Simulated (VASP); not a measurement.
CoO:

```
Co O
1.0
     1.50547    0.86918    2.43993
    -1.50547    0.86918    2.43993
     0.00000   -1.73837    2.43993
Co O
1 1
Cartesian
  0.0000 0.0000 0.0000
  0.0000 0.0000 3.6599
```

Program: VASP 6.6.1. Alike in all runs: task single point; level PBEsol; potentials or basis VASP PAW PBE potentials, release 64 (Co, O); cell as given; k mesh 18 × 18 × 18; cutoff (eV) 520; smearing gaussian 0.1 eV.

Task: Order these runs on this cell by their pressure, lowest first.
A. spin collinear, ferromagnetic start; fixed moment (μB) 7.0
B. spin collinear, zero start; fixed moment (μB) 0.0
C. spin collinear, ferromagnetic start; fixed moment (μB) 6.0
D. spin collinear, ferromagnetic start
E. spin collinear, ferromagnetic start; fixed moment (μB) 2.0

Result: B (-27.5 GPa), E (-17.8 GPa), D (-9.5 GPa), C (83.6 GPa), A (118.8 GPa).

Caveats: the PAW data sets were made with another functional, which shifts forces and pressure a little; a cell with one magnetic atom can't hold antiferromagnetic order, which such compounds often take (at least some runs); the cell stands under tension (at least some runs); the total moment is fixed, so each spin has its own Fermi level and the state may be an excited one (at least some runs); the cell stands under pressure (at least some runs); the total moment is fixed, so each spin has its own Fermi level (at least some runs).
